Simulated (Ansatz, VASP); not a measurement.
# One calculation of Si2W, two programs

```xyz
3
Lattice="-1.6145 1.6145 3.9334 1.6145 -1.6145 3.9334 1.6145 1.6145 -3.9334" Properties=species:S:1:pos:R:3 pbc="T T T"
Si    0.0000    0.0000    2.6320
Si    0.0000    0.0000    5.2348
W     0.0000    0.0000    0.0000
```

Alike in both runs: functional PBE; k mesh 18 × 18 × 18; occupations gaussian, width 0.1 eV; no spin polarisation.

Ansatz relaxed the structure, and its values are those at the end. VASP's run is a single point on that final structure, the one shown.

|  | VASP | Ansatz |
| --- | --- | --- |
| version | VASP 6.6.1 | Ansatz 0.2.0 |
| potentials or method | VASP PAW PBE potentials, release 64 (Si, W_sv), cutoff 520 eV | scalar-relativistic, plane waves, PAW |
| valence electrons in the cell | 22 | 22 |

```tsv
	VASP	Ansatz	Ansatz less VASP
gap on the k mesh at the Fermi level (eV)	none	none	-
pressure (GPa)	0.1	0.0	-0.06
```

A gap of «none» marks a metal or a gap that the smearing closes.

Neither program's run includes spin-orbit coupling.
